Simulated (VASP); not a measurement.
A run of VASP 6.6.1 is set up as follows.

INCAR

```
SYSTEM = Co
PREC = Accurate ; ENCUT = 520
EDIFF = 1E-6 ; ISMEAR = -1
SIGMA = 0.02 ; LREAL = .False.
LASPH = .True. ; NELM = 150
ALGO = Normal ; ISIF = 2
LWAVE = .False. ; LCHARG = .False.
ISPIN = 2 ; MAGMOM = 2.5 2.5
LORBIT = 11 ; LMAXMIX = 4
GGA = PS ; NBANDS = 20
```

The input KPOINTS:

```
regular mesh
0
Gamma
  12 12 6
  0 0 0
```

The input POSCAR:

```
Co
1.0
    2.4575393778      0.0000000000      0.0000000000
   -1.2287696889      2.1282915320      0.0000000000
    0.0000000000      0.0000000000      3.9552721783
Co
2
Direct
    0.3333333333      0.6666666667      0.2500000000
    0.6666666667      0.3333333333      0.7500000000
```

Potentials or basis: VASP PAW PBE potentials, release 64 (Co).

Launch:

```sh
$ cat potpaw_PBE.64/Co/POTCAR > POTCAR
$ mpirun -np 1 vasp_std > vasp.out
```

(1) Predict the pressure.

(2) Predict the site moments.

(3) What does it give for the net moment?

Results:

(1) -1.1 GPa.

(2) Co +1.53 μB.

(3) 3.05 μB per cell.

Caveat: the PAW data sets were made with another functional, which shifts forces and pressure a little.
